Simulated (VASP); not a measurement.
# Li3Dy (Pm-3m) in VASP: a series of runs

Li3Dy is run at these levels: PBE; tasks: single point, relaxation of cell and atoms.

Program: VASP 6.6.1. These are calculated values, not measurements. Logs are shortened: lines on timing, memory, paths and dates and some standing lists are left out, and cuts for length are marked.

### Step 1. The cell of the first run

It takes space group Pm-3m (No. 221, cubic). Conventional cell: a = 6.147 Å, b = 6.147 Å, c = 6.147 Å, α = 90.00°, β = 90.00°, γ = 90.00°. Within 4.0 Å of Li (site symmetry 4/mmm) lie 2 Dy at 3.07 Å. Dy (site symmetry m-3m) has 6 Li at 3.07 Å within 4.0 Å.

The cell was generated, and may not be a known phase.

### Step 2. Single point, PBE

The input, INCAR:

```
SYSTEM = Li3Dy
PREC = Accurate
ENCUT = 750
EDIFF = 1E-6
ISMEAR = 0
SIGMA = 0.1
LREAL = .FALSE.
LASPH = .TRUE.
NELM = 200
ALGO = Normal
ISIF = 2
LWAVE = .FALSE.
LCHARG = .TRUE.
GGA = PE
LELF = .TRUE.
LVHAR = .TRUE.
NBANDS = 17
GGA_COMPAT = .FALSE.
LMAXMIX = 6
```

The input, KPOINTS:

```
regular mesh
0
G
  4 4 4
  0 0 0
```

The input, POSCAR:

```
Li3Dy
1.0
    6.1468379264      0.0000000000      0.0000000000
    0.0000000000      6.1468379264      0.0000000000
    0.0000000000      0.0000000000      6.1468379264
Li Dy
3 1
Direct
    0.5000000000      0.0000000000      0.0000000000
    0.0000000000      0.5000000000      0.0000000000
    0.0000000000      0.0000000000      0.5000000000
    0.0000000000      0.0000000000      0.0000000000
```

Potentials or basis: VASP PAW PBE potentials, release 64 (Li_sv, Dy_3), 4f in core.

On the command line:

```sh
> cat potpaw_PBE.64/Li_sv/POTCAR potpaw_PBE.64/Dy_3/POTCAR > POTCAR
> mpirun -np 1 vasp_std > vasp.out
```

OUTCAR:

```text
SYSTEM = Li3Dy
   PREC = Accurate
   ENCUT = 750
   EDIFF = 1E-6
   ISMEAR = 0
   LREAL = .FALSE.
   LASPH = .TRUE.
   NELM = 200
   ISIF = 2
   GGA = PE

 ion  position               nearest neighbor table
   1  0.500  0.000  0.000-   4 3.07   4 3.07
   2  0.000  0.500  0.000-   4 3.07   4 3.07
   3  0.000  0.000  0.500-   4 3.07   4 3.07
   4  0.000  0.000  0.000-   1 3.07   2 3.07   3 3.07   3 3.07   2 3.07   1 3.07

  LATTYP: Found a simple cubic cell.
 ALAT       =     6.1468379264

  Lattice vectors:

 A1 = (   6.1468379264,   0.0000000000,   0.0000000000)
 A2 = (   0.0000000000,   6.1468379264,   0.0000000000)
 A3 = (   0.0000000000,   0.0000000000,   6.1468379264)

Analysis of symmetry for initial positions (statically):
=====================================================================
 Subroutine PRICEL returns:
 Original cell was already a primitive cell.

 Routine SETGRP: Setting up the symmetry group for a
 simple cubic supercell.

 Subroutine GETGRP returns: Found 48 space group operations
 (whereof 48 operations were pure point group operations)
 out of a pool of 48 trial point group operations.

The static configuration has the point symmetry O_h .

Analysis of symmetry for dynamics (positions and initial velocities):
=====================================================================
 Subroutine PRICEL returns:
 Original cell was already a primitive cell.

 Routine SETGRP: Setting up the symmetry group for a
 simple cubic supercell.

 Subroutine GETGRP returns: Found 48 space group operations
 (whereof 48 operations were pure point group operations)
 out of a pool of 48 trial point group operations.

The dynamic configuration has the point symmetry O_h .

 Subroutine INISYM returns: Found 48 space group operations
 (whereof 48 operations are pure point group operations),
 and found     1 'primitive' translations

----------------------------------------------------------------------------------------

                                     Primitive cell

  volume of cell :     232.2498

  direct lattice vectors                    reciprocal lattice vectors
     6.146837926  0.000000000  0.000000000     0.162685272  0.000000000  0.000000000
     0.000000000  6.146837926  0.000000000     0.000000000  0.162685272  0.000000000
     0.000000000  0.000000000  6.146837926     0.000000000  0.000000000  0.162685272

  length of vectors
     6.146837926  6.146837926  6.146837926     0.162685272  0.162685272  0.162685272

  position of ions in fractional coordinates (direct lattice)
     0.500000000  0.000000000  0.000000000
     0.000000000  0.500000000  0.000000000
     0.000000000  0.000000000  0.500000000
     0.000000000  0.000000000  0.000000000

  ion indices of the primitive-cell ions
   primitive index   ion index
                 1           1
                 2           2
                 3           3
                 4           4

----------------------------------------------------------------------------------------

 KPOINTS: regular mesh

Automatic generation of k-mesh.
 Grid dimensions read from file:
 generate k-points for:    4    4    4

 Generating k-lattice:

  Cartesian coordinates                     Fractional coordinates (reciprocal lattice)
     0.040671318  0.000000000  0.000000000     0.250000000  0.000000000  0.000000000
     0.000000000  0.040671318  0.000000000     0.000000000  0.250000000  0.000000000
     0.000000000  0.000000000  0.040671318     0.000000000  0.000000000  0.250000000

  Length of vectors
     0.040671318  0.040671318  0.040671318

  Shift w.r.t. Gamma in fractional coordinates (k-lattice)
     0.000000000  0.000000000  0.000000000

 Subroutine IBZKPT returns following result:
 ===========================================

 Found     10 irreducible k-points:

 Following reciprocal coordinates:
            Coordinates               Weight
  0.000000  0.000000  0.000000      1.000000
  0.250000  0.000000  0.000000      6.000000
  0.500000  0.000000  0.000000      3.000000
  0.250000  0.250000  0.000000     12.000000
  0.500000  0.250000  0.000000     12.000000
  0.500000  0.500000  0.000000      3.000000
  0.250000  0.250000  0.250000      8.000000
  0.500000  0.250000  0.250000     12.000000
  0.500000  0.500000  0.250000      6.000000
  0.500000  0.500000  0.500000      1.000000
   k-points           NKPTS =     10   k-points in BZ     NKDIM =     10   number of bands    NBANDS=     17
   number of dos      NEDOS =    301   number of ions     NIONS =      4
   total plane-waves  NPLWV = 175616
   dimension x,y,z NGX =    56 NGY =   56 NGZ =   56
   dimension x,y,z NGXF=   112 NGYF=  112 NGZF=  112
   ions per type =               3   1
   NGX,Y,Z   is equivalent  to a cutoff of  15.15, 15.15, 15.15 a.u.
   NGXF,Y,Z  is equivalent  to a cutoff of  30.29, 30.29, 30.29 a.u.
 SYSTEM =  Li3Dy
   PREC   = accura    normal or accurate (medium, high low for compatibility)
   ISTART =      0    job   : 0-new  1-cont  2-samecut
   ICHARG =      2    charge: 1-file 2-atom 10-const
   ISPIN  =      1    spin polarized calculation?
   LNONCOLLINEAR =      F non collinear calculations
   LSORBIT =      F    spin-orbit coupling
   LASPH  =      T    aspherical Exc in radial PAW
   ENCUT  =  750.0 eV  55.12 Ry    7.42 a.u.  13.73 13.73 13.73*2*pi/ulx,y,z
   NELM   =    200;   NELMIN=  2; NELMDL= -5     # of ELM steps
   EDIFF  = 0.1E-05   stopping-criterion for ELM
   LREAL  =      F    real-space projection
[... 7 lines left out ...]
   TEBEG  =    0.0;   TEEND  =   0.0 temperature during run
   PSTRESS=    0.0 pullay stress
   NELECT =      18.0000    total number of electrons
   NUPDOWN=      -1.0000    fix difference up-down
   EMIN   =  10.00;   EMAX   =-10.00  energy-range for DOS
   EFERMI =   0.00;   METHOD = LEGACY
   ISMEAR =     0;   SIGMA  =   0.10  broadening in eV -4-tet -1-fermi 0-gaus
   EFERMI_NEDOS =   21; number of points for ismear=-14 and -15
   IALGO  =     38    algorithm
   IMIX   =      4    mixing-type and parameters
     AMIX     =   0.40;   BMIX     =  1.00
     AMIX_MAG =   1.60;   BMIX_MAG =  1.00
  volume/ion in A,a.u.               =      58.06       391.82
  Fermi-wavevector in a.u.,A,eV,Ry     =   0.697987  1.319004  6.628563  0.487186
  Thomas-Fermi vector in A             =   1.781466
   LORBIT       =      0    0 simple, 1 ext, 2 COOP (PROOUT), +10 PAW based schemes
   GGA     = PE    functional components
   LHFCALC =     F    Hartree Fock is set to
   AEXX    =    0.0000 exact exchange contribution
   IVDW    =     0    specifies the selected vdW correction
   LEPSILON=     F    determine dielectric tensor
   LRPA    =     F    only Hartree local field effects (RPA)
 non-spin polarized calculation
 Gauss-broadening in eV      SIGMA  =   0.10
  energy-cutoff  :      750.00
  volume of cell :      232.25
 maximum number of plane-waves:     10856
 NGX is ok and might be reduce to    56
   NGX = 27   NGY = 27   NGZ = 27

 number of electron      17.9999995 magnetization

 Free energy of the ion-electron system (eV)
  ---------------------------------------------------
  ext. energy  EPLUGINS =         0.00000000
  ---------------------------------------------------
  free energy    TOTEN  =        -4.78594322 eV

  energy without entropy =       -4.73272750  energy(sigma->0) =       -4.75933536

 E-fermi :  -1.2369     XC(G=0):  -5.2705

 val. band max:       -1.2540806286   @ k =   0.5000   0.2500   0.0000
 cond. band min:      -1.2305322970   @ k =   0.5000   0.0000   0.0000
 fundamental gap:      0.0235483316
 Fermi energy:        -1.2369389946

 k-point     1 :       0.0000    0.0000    0.0000
  band No.  band energies     occupation
      1     -48.7698      2.00000
      2     -48.7696      2.00000
      3     -48.7696      2.00000
      4     -25.9796      2.00000
      5     -25.9796      2.00000
      6     -25.9796      2.00000
[... 9 lines left out ...]
     16       1.6602      0.00000
     17       2.9837      0.00000

 k-point     2 :       0.2500    0.0000    0.0000
  band No.  band energies     occupation
      1     -48.7698      2.00000
      2     -48.7697      2.00000
      3     -48.7696      2.00000
      4     -25.9796      2.00000
      5     -25.9796      2.00000
      6     -25.9792      2.00000
[... 9 lines left out ...]
     16       2.1850      0.00000
     17       2.2027      0.00000

 k-point     3 :       0.5000    0.0000    0.0000
  band No.  band energies     occupation
      1     -48.7697      2.00000
      2     -48.7697      2.00000
      3     -48.7696      2.00000
      4     -25.9796      2.00000
      5     -25.9796      2.00000
      6     -25.9788      2.00000
[... 9 lines left out ...]
     16       1.8421      0.00000
     17       2.5862      0.00000

 k-point     4 :       0.2500    0.2500    0.0000
  band No.  band energies     occupation
      1     -48.7698      2.00000
      2     -48.7697      2.00000
      3     -48.7697      2.00000
      4     -25.9796      2.00000
      5     -25.9792      2.00000
      6     -25.9792      2.00000
[... 9 lines left out ...]
     16       2.1799      0.00000
     17       2.6050      0.00000

 k-point     5 :       0.5000    0.2500    0.0000
  band No.  band energies     occupation
      1     -48.7697      2.00000
      2     -48.7697      2.00000
      3     -48.7697      2.00000
      4     -25.9796      2.00000
      5     -25.9792      2.00000
      6     -25.9788      2.00000
[... 9 lines left out ...]
     16       1.9714      0.00000
     17       2.4837      0.00000

 k-point     6 :       0.5000    0.5000    0.0000
  band No.  band energies     occupation
      1     -48.7697      2.00000
      2     -48.7697      2.00000
      3     -48.7697      2.00000
      4     -25.9796      2.00000
      5     -25.9788      2.00000
      6     -25.9788      2.00000
[... 9 lines left out ...]
     16       1.8809      0.00000
     17       2.6106      0.00000

 k-point     7 :       0.2500    0.2500    0.2500
  band No.  band energies     occupation
      1     -48.7698      2.00000
      2     -48.7697      2.00000
      3     -48.7697      2.00000
      4     -25.9792      2.00000
      5     -25.9792      2.00000
      6     -25.9792      2.00000
[... 9 lines left out ...]
     16       2.4024      0.00000
     17       2.4110      0.00000

 k-point     8 :       0.5000    0.2500    0.2500
  band No.  band energies     occupation
      1     -48.7697      2.00000
      2     -48.7697      2.00000
      3     -48.7697      2.00000
      4     -25.9792      2.00000
      5     -25.9792      2.00000
      6     -25.9788      2.00000
[... 9 lines left out ...]
     16       2.1294      0.00000
     17       2.1840      0.00000

 k-point     9 :       0.5000    0.5000    0.2500
  band No.  band energies     occupation
      1     -48.7697      2.00000
      2     -48.7697      2.00000
      3     -48.7697      2.00000
      4     -25.9792      2.00000
      5     -25.9788      2.00000
      6     -25.9788      2.00000
[... 9 lines left out ...]
     16       1.9386      0.00000
     17       2.4074      0.00000

 k-point    10 :       0.5000    0.5000    0.5000
  band No.  band energies     occupation
      1     -48.7697      2.00000
      2     -48.7697      2.00000
      3     -48.7697      2.00000
      4     -25.9788      2.00000
      5     -25.9788      2.00000
      6     -25.9788      2.00000
[... 9 lines left out ...]
     16       2.1825      0.00000
     17       2.2315      0.00000

------------------------ aborting loop because EDIFF is reached ----------------------------------------

  FORCE on cell =-STRESS in cart. coord.  units (eV):
  Direction    XX          YY          ZZ          XY          YZ          ZX
  --------------------------------------------------------------------------------------
  -------------------------------------------------------------------------------------
  Total        0.5483763      0.5483763      0.5483763     -0.0000000      0.0000000     -0.0000000
  in kB        3.7829792      3.7829792      3.7829792     -0.0000000      0.0000000     -0.0000000
  external PRESSURE =       3.7829792 kB  Pullay stress =       0.0000000 kB

 VOLUME and BASIS-vectors are now :
 -----------------------------------------------------------------------------
  energy-cutoff  :      750.00
  volume of cell :      232.25
      direct lattice vectors                 reciprocal lattice vectors
     6.146837926  0.000000000  0.000000000     0.162685272  0.000000000  0.000000000
     0.000000000  6.146837926  0.000000000     0.000000000  0.162685272  0.000000000
     0.000000000  0.000000000  6.146837926     0.000000000  0.000000000  0.162685272

 POSITION                                       TOTAL-FORCE (eV/Angst)
 -----------------------------------------------------------------------------------
      3.07342      0.00000      0.00000         0.000000      0.000000      0.000000
      0.00000      3.07342      0.00000         0.000000      0.000000      0.000000
      0.00000      0.00000      3.07342         0.000000      0.000000      0.000000
      0.00000      0.00000      0.00000         0.000000      0.000000      0.000000
 -----------------------------------------------------------------------------------
    total drift:                                0.000000      0.000000      0.000000

  FREE ENERGIE OF THE ION-ELECTRON SYSTEM (eV)
  ---------------------------------------------------
  free  energy   TOTEN  =        -4.7859432200 eV

  energy  without entropy=       -4.7327275035  energy(sigma->0) =       -4.75933536
```

Run time: 67 s. Hardware: 1 thread of Intel Xeon Platinum 8488C (Sapphire Rapids), shared host; peak memory 0.43 GiB.

Results:

* Free energy: -4.7859 eV
* Pressure: 0.4 GPa
* Band gap on the k mesh: zero (bands 9 and 10 overlap by 0.22 eV)

Caveat: spin-orbit coupling is left out, which moves the levels of the heavy elements; the 4f electrons are frozen in the core, so they carry no moment and show no levels. Spin polarisation is off, so any magnetic state and its effect on volume and gap are missing.

[end of part 1 of 2]

The gap in the log of VASP goes by the Fermi energy; the results here count the filled bands.